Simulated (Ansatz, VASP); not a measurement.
Two plane-wave programs on MgS

INCAR

```
SYSTEM = MgS
ALGO = Normal
EDIFF = 1E-6
ENCUT = 600
GGA = RE
GGA_COMPAT = .FALSE.
ISIF = 2
ISMEAR = 0
LASPH = .TRUE.
LCHARG = .FALSE.
LREAL = .FALSE.
LWAVE = .FALSE.
NBANDS = 11
NELM = 120
PREC = Accurate
SIGMA = 0.05
```

The input KPOINTS:

```
k-points
0
G
  8 8 8
  0 0 0
```

The input POSCAR:

```
MgS
1.0
    0.0000000000      2.6526363400      2.6526363400
    2.6526363400      0.0000000000      2.6526363400
    2.6526363400      2.6526363400      0.0000000000
Mg S
1 1
Direct
    0.0000000000      0.0000000000      0.0000000000
    0.5000000000      0.5000000000      0.5000000000
```

Input for Ansatz:

```yaml
crystal:
  lattice:
    - [0.0, 2.65263634, 2.65263634]
    - [2.65263634, 0.0, 2.65263634]
    - [2.65263634, 2.65263634, 0.0]
  atoms:
    - { symbol: Mg, position: [0.0, 0.0, 0.0] }
    - { symbol: S, position: [0.5, 0.5, 0.5] }
basis:
  ecutwfc: 420
  ecutrho_ratio: 4
kpoints:
  mp_grid: { grid: [8, 8, 8] }
hamiltonian:
  xc: revpbe
scf:
  occupations: { method: gaussian, width: 0.05 }
output:
  forces: true
  stress: true
  eigenvalues: true
```

Alike in both runs: task single point; functional revPBE; k mesh 8 × 8 × 8; occupations gaussian, width 0.05 eV; no spin polarisation.

|  | VASP | Ansatz |
| --- | --- | --- |
| version | VASP 6.6.1 | Ansatz 0.2.0 |
| potentials or method | VASP PAW PBE potentials, release 64 (Mg, S), cutoff 600 eV | scalar-relativistic, plane waves, PAW |
| valence electrons in the cell | 8 | 16 |

Ansatz gave:

```
gap on the k mesh at the Fermi level (eV) : 2.80
least direct gap on the mesh (eV)         : 3.41
pressure (GPa)                            : -1.3
```

Which values does VASP return?

gap on the k mesh at the Fermi level (eV): 2.77; least direct gap on the mesh (eV): 3.39; pressure (GPa): -1.7.

VASP's potentials were made for PBE, not for revPBE. VASP's potentials hold 8 valence electrons a cell and Ansatz's 16, so a difference there can come from the potentials and not from the codes.
